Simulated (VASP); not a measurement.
**AlN: single point with PBE**

The system is AlN.

```
Al N
1.0
     0.00000    2.22085    2.22085
     2.20159    0.01926    2.20159
     2.20159    2.20159    0.01926
Al N
1 1
Cartesian
  0.0000 0.0000 0.0000
  3.3024 3.3313 3.3313
```

This cell differs from its parent crystal: strain +0.0175 x Voigt [0, 0, 0, 1, 0, 0].

* Program: VASP 6.6.1
* Task: single point
* Functional: PBE
* Potentials or basis: VASP PAW PBE potentials, release 64 (Al, N)
* Cutoff: 520 eV
* k mesh: 10 × 10 × 10
* Occupations: gaussian, width 0.05 eV
* Spin: no spin polarisation

- Pressure: -0.2 GPa
- Largest force: 0.141 eV/Å
- Band gap on the k mesh: 3.25 eV, indirect (least direct gap 3.93 eV)

Forces in eV/Å, atoms in the order of the input:
```
Al  -0.141  0.000  0.000
N    0.141  0.000  0.000
```

Stress tensor (GPa, compression positive):
```
-0.24  0.00  0.00
 0.00 -0.20 -3.75
 0.00 -3.75 -0.20
```

Levels at points of the mesh, in eV from the valence-band top:
```
           k point  band 1  band 2  band 3  band 4  band 5  band 6  band 7  band 8
(0.00, 0.00, 0.00)  -14.89   -0.09   -0.05    0.00    3.93   12.05   12.29   12.51
(0.50, 0.00, 0.00)  -12.95   -5.83   -0.50   -0.48    7.19    9.65   10.96   11.13
(0.00, 0.50, 0.00)  -12.88   -5.77   -0.57   -0.54    7.04    9.65   10.77   10.96
(0.50, 0.50, 0.00)  -12.30   -4.88   -1.79   -1.79    3.26    8.42   13.57   15.39
(0.00, 0.50, 0.50)  -12.30   -4.88   -1.90   -1.69    3.25    8.43   13.59   15.33
```

Run time: 15 s on 1 thread of Intel(R) Xeon(R) Platinum 8488C (Sapphire Rapids), on a shared host, peak memory 0.16 GiB.

Caveat: the cell differs from its parent crystal (strain +0.0175 x Voigt [0, 0, 0, 1, 0, 0]). A k mesh can miss the band edges.
